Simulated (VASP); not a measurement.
# GaAs (I-4m2) in VASP: further runs

The runs below take GaAs through single point, with PBE.

All numbers are computed with VASP 6.6.1; they aren't measurements. Logs are shortened: lines on timing, memory, paths and dates and some standing lists are left out, and cuts for length are marked.

## 1. The cell of the first run

The structure is tetragonal, space group I-4m2 (No. 119). Conventional cell: a = 4.488 Å, b = 4.488 Å, c = 4.487 Å, α = 90.00°, β = 90.00°, γ = 90.00°. Ga (site symmetry -4m2) has 4 As at 2.51 Å within 3.3 Å. As (site symmetry -4m2) has 4 Ga at 2.51 Å within 3.3 Å.

## 2. Single point, PBE

INCAR reads:

```
SYSTEM = GaAs
PREC = Accurate
ENCUT = 520
EDIFF = 1E-7
ISMEAR = 0
SIGMA = 0.05
LREAL = .False.
LASPH = .True.
NELM = 100
ALGO = Normal
ISIF = 2
LWAVE = .False.
LCHARG = .True.
GGA = PE
LELF = .True.
LVHAR = .True.
NBANDS = 16
```

KPOINTS reads:

```
regular mesh
0
Gamma
  8 8 8
  0 0 0
```

POSCAR reads:

```
GaAs
1.0
    0.0000000000      3.1731915787      2.2434464461
    3.1731915787      0.0000000000      2.2434464461
    3.1731915787      3.1731915787      0.0000000000
Ga As
1 1
Direct
    0.0000000000      0.0000000000      0.0000000000
    0.7500000000      0.7500000000      0.7500000000
```

Potentials or basis: VASP PAW PBE potentials, release 64 (Ga_d, As).

Command:

```console
$ cat potpaw_PBE.64/Ga_d/POTCAR potpaw_PBE.64/As/POTCAR > POTCAR
$ mpirun -np 1 vasp_std > vasp.out
```

OUTCAR:

```text
SYSTEM = GaAs
   PREC = Accurate
   ENCUT = 520
   EDIFF = 1E-7
   ISMEAR = 0
   LREAL = .False.
   LASPH = .True.
   NELM = 100
   ISIF = 2
   GGA = PE

 ion  position               nearest neighbor table
   1  0.000  0.000  0.000-   2 2.51   2 2.51   2 2.51   2 2.51
   2  0.750  0.750  0.750-   1 2.51   1 2.51   1 2.51   1 2.51

  LATTYP: Found a body centered tetragonal cell.
 ALAT       =     4.4875705666
 C/A-ratio  =     0.9998489886

  Lattice vectors:

 A1 = (   0.0000000000,  -3.1731915787,  -2.2434464461)
 A2 = (   0.0000000000,   3.1731915787,  -2.2434464461)
 A3 = (   3.1731915787,   0.0000000000,   2.2434464461)

Analysis of symmetry for initial positions (statically):
=====================================================================
 Subroutine PRICEL returns:
 Original cell was already a primitive cell.

 Routine SETGRP: Setting up the symmetry group for a
 body centered tetragonal supercell.

 Subroutine GETGRP returns: Found  8 space group operations
 (whereof  8 operations were pure point group operations)
 out of a pool of 16 trial point group operations.

The static configuration has the point symmetry D_2d.

Analysis of symmetry for dynamics (positions and initial velocities):
=====================================================================
 Subroutine PRICEL returns:
 Original cell was already a primitive cell.

 Routine SETGRP: Setting up the symmetry group for a
 body centered tetragonal supercell.

 Subroutine GETGRP returns: Found  8 space group operations
 (whereof  8 operations were pure point group operations)
 out of a pool of 16 trial point group operations.

The dynamic configuration has the point symmetry D_2d.

 Subroutine INISYM returns: Found  8 space group operations
 (whereof  8 operations are pure point group operations),
 and found     1 'primitive' translations

----------------------------------------------------------------------------------------

                                     Primitive cell

  volume of cell :      45.1792

  direct lattice vectors                    reciprocal lattice vectors
     0.000000000  3.173191579  2.243446446    -0.157570064  0.157570064  0.222871378
     3.173191579  0.000000000  2.243446446     0.157570064 -0.157570064  0.222871378
     3.173191579  3.173191579  0.000000000     0.157570064  0.157570064 -0.222871378

  length of vectors
     3.886154494  3.886154494  4.487570567     0.315163927  0.315163927  0.315163927

  position of ions in fractional coordinates (direct lattice)
     0.000000000  0.000000000  0.000000000
     0.750000000  0.750000000  0.750000000

  ion indices of the primitive-cell ions
   primitive index   ion index
                 1           1
                 2           2

----------------------------------------------------------------------------------------

 KPOINTS: regular mesh

Automatic generation of k-mesh.
 Grid dimensions read from file:
 generate k-points for:    8    8    8

 Generating k-lattice:

  Cartesian coordinates                     Fractional coordinates (reciprocal lattice)
    -0.019696258  0.019696258  0.027858922     0.125000000 -0.000000000  0.000000000
     0.019696258 -0.019696258  0.027858922    -0.000000000  0.125000000  0.000000000
     0.019696258  0.019696258 -0.027858922     0.000000000  0.000000000  0.125000000

  Length of vectors
     0.039395491  0.039395491  0.039395491

  Shift w.r.t. Gamma in fractional coordinates (k-lattice)
     0.000000000  0.000000000  0.000000000

 Subroutine IBZKPT returns following result:
 ===========================================

 Found     59 irreducible k-points:

 Following reciprocal coordinates:
            Coordinates               Weight
  0.000000  0.000000  0.000000      1.000000
  0.125000 -0.000000  0.000000      8.000000
  0.250000 -0.000000  0.000000      8.000000
  0.375000 -0.000000  0.000000      8.000000
  0.500000 -0.000000  0.000000      4.000000
  0.125000  0.125000  0.000000      2.000000
[... 16 lines left out ...]
  0.250000 -0.000000  0.125000     16.000000
  0.375000 -0.000000  0.125000     16.000000
 [... further k-points ...]
   k-points           NKPTS =     59   k-points in BZ     NKDIM =     59   number of bands    NBANDS=     16
   number of dos      NEDOS =    301   number of ions     NIONS =      2
   total plane-waves  NPLWV =  32400
   dimension x,y,z NGX =    30 NGY =   30 NGZ =   36
   dimension x,y,z NGXF=    60 NGYF=   60 NGZF=   72
   ions per type =               1   1
   NGX,Y,Z   is equivalent  to a cutoff of  12.83, 12.83, 13.34 a.u.
   NGXF,Y,Z  is equivalent  to a cutoff of  25.67, 25.67, 26.67 a.u.
 SYSTEM =  GaAs
   PREC   = accura    normal or accurate (medium, high low for compatibility)
   ISTART =      0    job   : 0-new  1-cont  2-samecut
   ICHARG =      2    charge: 1-file 2-atom 10-const
   ISPIN  =      1    spin polarized calculation?
   LNONCOLLINEAR =      F non collinear calculations
   LSORBIT =      F    spin-orbit coupling
   LASPH  =      T    aspherical Exc in radial PAW
   ENCUT  =  520.0 eV  38.22 Ry    6.18 a.u.   7.23  7.23  8.34*2*pi/ulx,y,z
   NELM   =    100;   NELMIN=  2; NELMDL= -5     # of ELM steps
   EDIFF  = 0.1E-06   stopping-criterion for ELM
   LREAL  =      F    real-space projection
   EDIFFG = 0.1E-05   stopping-criterion for IOM
   NSW    =      0    number of steps for IOM
   IBRION =     -1    ionic relax: 0-MD 1-quasi-New 2-CG
   NFREE  =      0    steps in history (QN), initial steepest desc. (CG)
   ISIF   =      2    stress and relaxation
   ISYM   =      2    0-nonsym 1-usesym 2-fastsym
   POTIM  = 0.5000    time-step for ionic-motion
   TEBEG  =    0.0;   TEEND  =   0.0 temperature during run
   PSTRESS=    0.0 pullay stress
   NELECT =      18.0000    total number of electrons
   NUPDOWN=      -1.0000    fix difference up-down
   EMIN   =  10.00;   EMAX   =-10.00  energy-range for DOS
   EFERMI =   0.00;   METHOD = LEGACY
   ISMEAR =     0;   SIGMA  =   0.05  broadening in eV -4-tet -1-fermi 0-gaus
   EFERMI_NEDOS =   21; number of points for ismear=-14 and -15
   IALGO  =     38    algorithm
   IMIX   =      4    mixing-type and parameters
     AMIX     =   0.40;   BMIX     =  1.00
     AMIX_MAG =   1.60;   BMIX_MAG =  1.00
  volume/ion in A,a.u.               =      22.59       152.44
  Fermi-wavevector in a.u.,A,eV,Ry     =   1.204628  2.276417 19.743799  1.451128
  Thomas-Fermi vector in A             =   2.340347
   LORBIT       =      0    0 simple, 1 ext, 2 COOP (PROOUT), +10 PAW based schemes
   GGA     = PE    functional components
   LHFCALC =     F    Hartree Fock is set to
   AEXX    =    0.0000 exact exchange contribution
   IVDW    =     0    specifies the selected vdW correction
   LEPSILON=     F    determine dielectric tensor
   LRPA    =     F    only Hartree local field effects (RPA)
 non-spin polarized calculation
 Gauss-broadening in eV      SIGMA  =   0.05
  energy-cutoff  :      520.00
  volume of cell :       45.18
 maximum number of plane-waves:      1264
 NGX is ok and might be reduce to    30

 number of electron      17.9999995 magnetization

 Free energy of the ion-electron system (eV)
  ---------------------------------------------------
  ext. energy  EPLUGINS =         0.00000000
  ---------------------------------------------------
  free energy    TOTEN  =        -7.86378589 eV

  energy without entropy =       -7.86340024  energy(sigma->0) =       -7.86359307

 E-fermi :   4.0289     XC(G=0):  -9.7231

 val. band max:        3.9797541217   @ k =   0.5000   0.3750   0.0000
 cond. band min:       4.0367069031   @ k =   0.5000  -0.0000   0.0000
 fundamental gap:      0.0569527814
 Fermi energy:         4.0289187037

 k-point     1 :       0.0000    0.0000    0.0000
  band No.  band energies     occupation
      1     -10.9191      2.00000
      2     -10.9191      2.00000
      3     -10.8926      2.00000
      4     -10.8598      2.00000
      5     -10.8216      2.00000
      6      -8.5910      2.00000
[... 8 lines left out ...]
     15      11.8091      0.00000
     16      13.5895      0.00000

 k-point     2 :       0.1250   -0.0000    0.0000
  band No.  band energies     occupation
      1     -10.9249      2.00000
      2     -10.9167      2.00000
      3     -10.8903      2.00000
      4     -10.8637      2.00000
      5     -10.8195      2.00000
      6      -8.4069      2.00000
[... 8 lines left out ...]
     15      12.2758      0.00000
     16      13.3797      0.00000

 k-point     3 :       0.2500   -0.0000    0.0000
  band No.  band energies     occupation
      1     -10.9418      2.00000
      2     -10.9120      2.00000
      3     -10.8856      2.00000
      4     -10.8684      2.00000
      5     -10.8131      2.00000
      6      -7.8892      2.00000
[... 8 lines left out ...]
     15      12.9226      0.00000
     16      15.2384      0.00000

 k-point     4 :       0.3750   -0.0000    0.0000
  band No.  band energies     occupation
      1     -10.9612      2.00000
      2     -10.9089      2.00000
      3     -10.8824      2.00000
      4     -10.8685      2.00000
      5     -10.8049      2.00000
      6      -7.1917      2.00000
[... 8 lines left out ...]
     15      15.2204      0.00000
     16      15.3560      0.00000

 k-point     5 :       0.5000   -0.0000    0.0000
  band No.  band energies     occupation
      1     -10.9696      2.00000
      2     -10.9081      2.00000
      3     -10.8816      2.00000
      4     -10.8675      2.00000
      5     -10.8010      2.00000
      6      -6.7934      2.00000
[... 8 lines left out ...]
     15      14.7071      0.00000
     16      17.7502      0.00000

 k-point     6 :       0.1250    0.1250    0.0000
  band No.  band energies     occupation
      1     -10.9147      2.00000
      2     -10.9147      2.00000
      3     -10.9032      2.00000
      4     -10.8742      2.00000
      5     -10.8165      2.00000
      6      -8.2423      2.00000
[... 8 lines left out ...]
     15      13.8363      0.00000
     16      15.3699      0.00000

 k-point     7 :       0.2500    0.1250    0.0000
  band No.  band energies     occupation
      1     -10.9338      2.00000
      2     -10.9093      2.00000
      3     -10.8971      2.00000
      4     -10.8809      2.00000
      5     -10.8100      2.00000
      6      -7.7506      2.00000
[... 8 lines left out ...]
     15      14.8591      0.00000
     16      16.0675      0.00000

 k-point     8 :       0.3750    0.1250    0.0000
  band No.  band energies     occupation
      1     -10.9584      2.00000
      2     -10.9048      2.00000
      3     -10.8861      2.00000
      4     -10.8824      2.00000
      5     -10.8026      2.00000
      6      -7.0750      2.00000
[... 8 lines left out ...]
     15      15.1212      0.00000
     16      15.6171      0.00000

 k-point     9 :       0.5000    0.1250    0.0000
  band No.  band energies     occupation
      1     -10.9693      2.00000
      2     -10.9028      2.00000
      3     -10.8858      2.00000
      4     -10.8740      2.00000
      5     -10.7998      2.00000
      6      -6.6481      2.00000
[... 8 lines left out ...]
     15      15.8386      0.00000
     16      17.3947      0.00000
[... 172 lines left out ...]
 k-point    19 :       0.5000    0.3750    0.0000
  band No.  band energies     occupation
      1     -10.9923      2.00000
      2     -10.9084      2.00000
      3     -10.8801      2.00000
      4     -10.8786      2.00000
      5     -10.7904      2.00000
      6      -5.7820      2.00000
[... 8 lines left out ...]
     15      16.4066      0.00000
     16      16.5422      0.00000

 k-point    20 :      -0.3750    0.3750    0.0000
  band No.  band energies     occupation
      1     -10.9836      2.00000
      2     -10.9048      2.00000
      3     -10.8825      2.00000
      4     -10.8767      2.00000
      5     -10.7947      2.00000
      6      -5.9739      2.00000
[... 8 lines left out ...]
     15      14.3051      0.00000
     16      17.7948      0.00000

 k-point    21 :       0.5000    0.5000    0.0000
  band No.  band energies     occupation
      1     -11.0008      2.00000
      2     -10.9126      2.00000
      3     -10.8763      2.00000
      4     -10.8763      2.00000
      5     -10.7875      2.00000
      6      -5.5493      2.00000
[... 8 lines left out ...]
     15      16.3907      0.00000
     16      16.6830      0.00000

 k-point    22 :       0.1250    0.0000    0.1250
  band No.  band energies     occupation
      1     -10.9322      2.00000
      2     -10.9120      2.00000
      3     -10.8877      2.00000
      4     -10.8592      2.00000
      5     -10.8204      2.00000
      6      -8.3985      2.00000
[... 8 lines left out ...]
     15      12.3467      0.00000
     16      13.1036      0.00000

 k-point    23 :       0.2500   -0.0000    0.1250
  band No.  band energies     occupation
      1     -10.9437      2.00000
      2     -10.9061      2.00000
      3     -10.8852      2.00000
      4     -10.8613      2.00000
      5     -10.8172      2.00000
      6      -8.0361      2.00000
[... 8 lines left out ...]
     15      12.7470      0.00000
     16      14.0735      0.00000

 k-point    24 :       0.3750   -0.0000    0.1250
  band No.  band energies     occupation
      1     -10.9577      2.00000
      2     -10.9036      2.00000
      3     -10.8833      2.00000
      4     -10.8643      2.00000
      5     -10.8101      2.00000
      6      -7.4026      2.00000
[... 8 lines left out ...]
     15      13.7614      0.00000
     16      15.2467      0.00000

 [... further k-points ...]
[... 5 lines left out ...]
  --------------------------------------------------------------------------------------
  -------------------------------------------------------------------------------------
  Total       -0.5092502     -0.5092502      1.7754023      0.0000000      0.0000000      0.0000000
  in kB      -18.0594060    -18.0594060     62.9606297      0.0000000      0.0000000      0.0000000
  external PRESSURE =       8.9472725 kB  Pullay stress =       0.0000000 kB

 VOLUME and BASIS-vectors are now :
 -----------------------------------------------------------------------------
  energy-cutoff  :      520.00
  volume of cell :       45.18
      direct lattice vectors                 reciprocal lattice vectors
     0.000000000  3.173191579  2.243446446    -0.157570064  0.157570064  0.222871378
     3.173191579  0.000000000  2.243446446     0.157570064 -0.157570064  0.222871378
     3.173191579  3.173191579  0.000000000     0.157570064  0.157570064 -0.222871378

 POSITION                                       TOTAL-FORCE (eV/Angst)
 -----------------------------------------------------------------------------------
      0.00000      0.00000      0.00000         0.000000     -0.000000     -0.000000
      4.75979      4.75979      3.36517        -0.000000      0.000000      0.000000
 -----------------------------------------------------------------------------------
    total drift:                               -0.000005     -0.000005     -0.000004

  FREE ENERGIE OF THE ION-ELECTRON SYSTEM (eV)
  ---------------------------------------------------
  free  energy   TOTEN  =        -7.8637858898 eV

  energy  without entropy=       -7.8634002408  energy(sigma->0) =       -7.86359307
```

Run time: 22 s. Hardware: 1 thread of Intel Xeon 6975P-C (Granite Rapids), shared host; peak memory 0.2 GiB.

Results:

```yaml
Free_energy: -7.8638 eV
Pressure: 0.9 GPa
Band_gap_on_the_k_mesh: zero (band 9 reaches 4.33 eV, above the bottom of band 10 at 3.44 eV)
```

Stress tensor (GPa, compression positive):
```
-1.81  0.00  0.00
 0.00 -1.81  0.00
 0.00  0.00  6.30
```

## 3. Single point, PBE

This run uses another cell than the first one, of the same volume but with other edges.

INCAR reads:

```
PREC = Accurate
ENCUT = 520
EDIFF = 1E-7
ISMEAR = 0
SIGMA = 0.05
LREAL = False
LASPH = True
NELM = 60
ALGO = Normal
ISIF = 2
LWAVE = False
LCHARG = False
GGA = PE
NBANDS = 16
```

KPOINTS reads:

```
Automatic mesh
0
Gamma
  8 8 8
```

POSCAR reads:

```
GaAs
1.0
    0.0000000000      2.5185638250      3.5612492486
    2.5185638250      0.0000000000      3.5612492486
    2.5185638250      2.5185638250      0.0000000000
Ga As
1 1
Direct
    0.0000000000      0.0000000000      0.0000000000
    0.7500000000      0.7500000000      0.7500000000
```

Potentials or basis: VASP PAW PBE potentials, release 64 (Ga_d, As).

Command:

```console
$ cat potpaw_PBE.64/Ga_d/POTCAR potpaw_PBE.64/As/POTCAR > POTCAR
$ mpirun -np 1 vasp_std > vasp.out
```

Run time: 15 s. Hardware: 1 thread of Intel Xeon 6975P-C (Granite Rapids), shared host; peak memory 0.19 GiB.

It converged, with:

* Free energy: -7.4394 eV
* Pressure: 2.9 GPa
* Band gap on the k mesh: zero (band 9 reaches 5.00 eV, above the bottom of band 10 at 4.48 eV)

Stress tensor (GPa, compression positive):
```
 9.05  0.00  0.00
 0.00  9.05  0.00
 0.00  0.00 -9.39
```

Levels at points of the mesh, in eV from the Fermi level:
```
           k point  band 5  band 6  band 7  band 8  band 9  band 10  band 11  band 12  band 13  band 14
(0.00, 0.00, 0.00)  -15.42  -13.23   -2.64   -1.58    0.28     0.28     3.51     3.51     4.31     6.15
(0.50, 0.00, 0.00)  -15.39  -11.44   -7.12   -3.19   -1.16     0.06     4.92     5.41     6.97     8.57
(0.50, 0.50, 0.00)  -15.41  -11.70   -8.58   -1.41   -1.41     2.68     3.25     7.67     8.73     8.73
(0.50, 0.00, 0.50)  -15.38  -10.30   -6.49   -3.77   -3.53     0.08     0.25     6.10     6.68     7.79
```
